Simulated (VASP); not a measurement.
# OH2 in VASP: single point with PBE+D3(BJ)

Aim: the single point of OH2 with PBE+D3(BJ).

Program: VASP 6.6.1. These are calculated values, not measurements. Logs are shortened: lines on timing, memory, paths and dates and some standing lists are left out, and cuts for length are marked.

### 1 The cell of the first run

The cell holds a molecule in a box, 3 atoms: a = 5.126 Å, b = 5.202 Å, c = 28.353 Å, α = 90.00°, β = 90.00°, γ = 90.00°.

### 2 Single point, PBE+D3(BJ)

Contents of INCAR:

```
SYSTEM = H2O
PREC     = Accurate       ! precision mode
ENCUT    = 520            ! plane-wave cutoff, eV
EDIFF    = 1E-6           ! SCF threshold, eV
ISMEAR   = 0              ! smearing method
SIGMA    = 0.05           ! smearing width, eV
LREAL    = .False.        ! projectors in reciprocal space
LASPH    = .True.         ! aspherical terms in the spheres
NELM     = 60             ! most SCF steps
ALGO     = Normal         ! electronic algorithm
ISIF     = 2              ! what is computed and relaxed
LWAVE    = .False.        ! write WAVECAR
LCHARG   = .False.        ! write CHGCAR
LDIPOL   = .True.       
IDIPOL   = 3            
DIPOL    = 0.5 0.5 0.653
GGA      = PE             ! functional
IVDW     = 12             ! dispersion correction
NBANDS   = 11             ! bands
```

Contents of KPOINTS:

```
regular mesh
0
Gamma
  3 3 1
  0 0 0
```

Contents of POSCAR:

```
H2O
1.0
    5.1260959507      0.0000000000      0.0000000000
    0.0000000000      5.2021810308      0.0000000000
    0.0000000000      0.0000000000     28.3534087199
O H
1 2
Direct
   -0.0459721824      1.2433259048      0.6504365706
   -0.1303493494      1.7363112974      0.6506069947
    0.0876595504      1.3714688552      0.6585769269
```

Potentials or basis: VASP PAW PBE potentials, release 64 (O, H).

On the command line:

```
$ cat potpaw_PBE.64/O/POTCAR potpaw_PBE.64/H/POTCAR > POTCAR
$ mpirun -np 1 vasp_std > vasp.out
```

OUTCAR:

```text
SYSTEM = H2O
   PREC = Accurate
   ENCUT = 520
   EDIFF = 1E-6
   ISMEAR = 0
   LREAL = .False.
   LASPH = .True.
   NELM = 60
   ISIF = 2
   GGA = PE
   IVDW = 12
 IVDW          = 12

 ion  position               nearest neighbor table
   1  0.954  0.243  0.650-   3 0.98
   2  0.870  0.736  0.651-
   3  0.088  0.371  0.659-   1 0.98

  LATTYP: Found a simple orthorhombic cell.
 ALAT       =     5.1260959507
 B/A-ratio  =     1.0148426953
 C/A-ratio  =     5.5311896212

  Lattice vectors:

 A1 = (   5.1260959507,   0.0000000000,   0.0000000000)
 A2 = (   0.0000000000,   5.2021810308,   0.0000000000)
 A3 = (   0.0000000000,   0.0000000000,  28.3534087199)

Analysis of symmetry for initial positions (statically):
=====================================================================
 Subroutine PRICEL returns:
 Original cell was already a primitive cell.

 Routine SETGRP: Setting up the symmetry group for a
 simple orthorhombic supercell.

 Subroutine GETGRP returns: Found  1 space group operations
 (whereof  1 operations were pure point group operations)
 out of a pool of  8 trial point group operations.

The static configuration has the point symmetry C_1 .

Analysis of symmetry for dynamics (positions and initial velocities):
=====================================================================
 Subroutine PRICEL returns:
 Original cell was already a primitive cell.

 Routine SETGRP: Setting up the symmetry group for a
 simple orthorhombic supercell.

 Subroutine GETGRP returns: Found  1 space group operations
 (whereof  1 operations were pure point group operations)
 out of a pool of  8 trial point group operations.

The dynamic configuration has the point symmetry C_1 .

 Subroutine INISYM returns: Found  1 space group operations
 (whereof  1 operations are pure point group operations),
 and found     1 'primitive' translations

----------------------------------------------------------------------------------------

                                     Primitive cell

  volume of cell :     756.0969

  direct lattice vectors                    reciprocal lattice vectors
     5.126095951  0.000000000  0.000000000     0.195080234  0.000000000  0.000000000
     0.000000000  5.202181031  0.000000000     0.000000000  0.192227067  0.000000000
     0.000000000  0.000000000 28.353408720     0.000000000  0.000000000  0.035269128

  length of vectors
[... 79 lines left out ...]
   ISMEAR =     0;   SIGMA  =   0.05  broadening in eV -4-tet -1-fermi 0-gaus
   EFERMI_NEDOS =   21; number of points for ismear=-14 and -15
   IALGO  =     38    algorithm
   IMIX   =      4    mixing-type and parameters
     AMIX     =   0.40;   BMIX     =  1.00
     AMIX_MAG =   1.60;   BMIX_MAG =  1.00
  volume/ion in A,a.u.               =     252.03      1700.80
  Fermi-wavevector in a.u.,A,eV,Ry     =   0.359401  0.679169  1.757450  0.129169
  Thomas-Fermi vector in A             =   1.278331
   LORBIT       =      0    0 simple, 1 ext, 2 COOP (PROOUT), +10 PAW based schemes
   GGA     = PE    functional components
   LHFCALC =     F    Hartree Fock is set to
   AEXX    =    0.0000 exact exchange contribution
   IVDW    =    12    specifies the selected vdW correction
   LEPSILON=     F    determine dielectric tensor
   LRPA    =     F    only Hartree local field effects (RPA)
 non-spin polarized calculation
 Gauss-broadening in eV      SIGMA  =   0.05
  energy-cutoff  :      520.00
  volume of cell :      756.10
 maximum number of plane-waves:     20405
 NGX is ok and might be reduce to    40
   NGX = 19   NGY = 19   NGZ =105

 number of electron       7.9999999 magnetization

 dipolmoment           0.000000      0.000000     -0.053203 electrons x Angstroem

 Free energy of the ion-electron system (eV)
  ---------------------------------------------------
  ext. energy  EPLUGINS =         0.00000000
  ---------------------------------------------------
  free energy    TOTEN  =        -8.29441390 eV

  energy without entropy =       -8.27732817  energy(sigma->0) =       -8.28587103

 E-fermi :  -7.2383     XC(G=0):  -0.7131

 val. band max:       -7.2826531989   @ k =   0.3333  -0.3333   0.0000
 cond. band min:      -7.2356138048   @ k =   0.0000   0.0000   0.0000
 fundamental gap:      0.0470393940
 Fermi energy:        -7.2382514111

 k-point     1 :       0.0000    0.0000    0.0000
  band No.  band energies     occupation
      1     -24.0501      2.00000
      2     -10.8222      2.00000
      3      -7.7742      2.00000
      4      -7.3046      1.93944
      5      -7.2356      0.94053
      6      -0.6762      0.00000
      7      -0.0604      0.00000
      8       0.1289      0.00000
      9       0.5071      0.00000
     10       0.6702      0.00000
     11       1.3941      0.00000
[... 43 lines left out ...]
 k-point     5 :       0.3333   -0.3333    0.0000
  band No.  band energies     occupation
      1     -24.0475      2.00000
      2     -10.9087      2.00000
      3      -8.1244      2.00000
      4      -7.2827      1.79084
      5      -6.5981      0.00000
      6      -0.2000      0.00000
      7       1.0141      0.00000
      8       1.3542      0.00000
      9       1.5846      0.00000
     10       1.7322      0.00000
     11       1.8445      0.00000

------------------------ aborting loop because EDIFF is reached ----------------------------------------

 vacuum level on the upper side and lower side of the slab       (xc-potential included)        -0.182         0.172

 Edisp (eV)   -0.02303

 E8    (eV) :    -0.0051

  FORCE on cell =-STRESS in cart. coord.  units (eV):
  Direction    XX          YY          ZZ          XY          YZ          ZX
  --------------------------------------------------------------------------------------
  -------------------------------------------------------------------------------------
  Total       0.12253    -4.29579    -0.00879     0.04925    -0.09694     0.10207
  in kB       0.25963    -9.10282    -0.01862     0.10436    -0.20542     0.21629
  external pressure =       -2.95 kB  Pullay stress =        0.00 kB

 VOLUME and BASIS-vectors are now :
 -----------------------------------------------------------------------------
  energy-cutoff  :      520.00
  volume of cell :      756.10
      direct lattice vectors                 reciprocal lattice vectors
     5.126095951  0.000000000  0.000000000     0.195080234  0.000000000  0.000000000
     0.000000000  5.202181031  0.000000000     0.000000000  0.192227067  0.000000000
     0.000000000  0.000000000 28.353408720     0.000000000  0.000000000  0.035269128

 POSITION                                       TOTAL-FORCE (eV/Angst)
 -----------------------------------------------------------------------------------
      4.89044      1.26583     18.44209        -0.565218      1.089642     -0.246389
      4.45791      3.83042     18.44693         0.126638     -0.683953      0.071040
      0.44935      1.93245     18.67290         0.438580     -0.405688      0.175349
 -----------------------------------------------------------------------------------
    total drift:                               -0.000481     -0.000056      0.000034

  FREE ENERGIE OF THE ION-ELECTRON SYSTEM (eV)
  ---------------------------------------------------
  free  energy   TOTEN  =        -8.3174390791 eV

  energy  without entropy=       -8.3003533475  energy(sigma->0) =       -8.30889621

 vacuum level on the upper side and lower side of the slab        -0.020         0.340
```

Run time: 90 s. Hardware: 1 thread of AMD EPYC 7R13 (Zen 3), shared host; peak memory 0.66 GiB.

What came out:

```yaml
Free_energy: -8.3174 eV
Largest_force: 1.252 eV/Å
Gap_between_the_frontier_levels: 0.05 eV, indirect (least direct gap 0.07 eV)
Dispersion_energy_per_atom: -0.008 eV
```

Forces on the atoms (eV/Å):
```
O   -0.565  1.090 -0.246
H    0.127 -0.684  0.071
H    0.439 -0.406  0.175
```
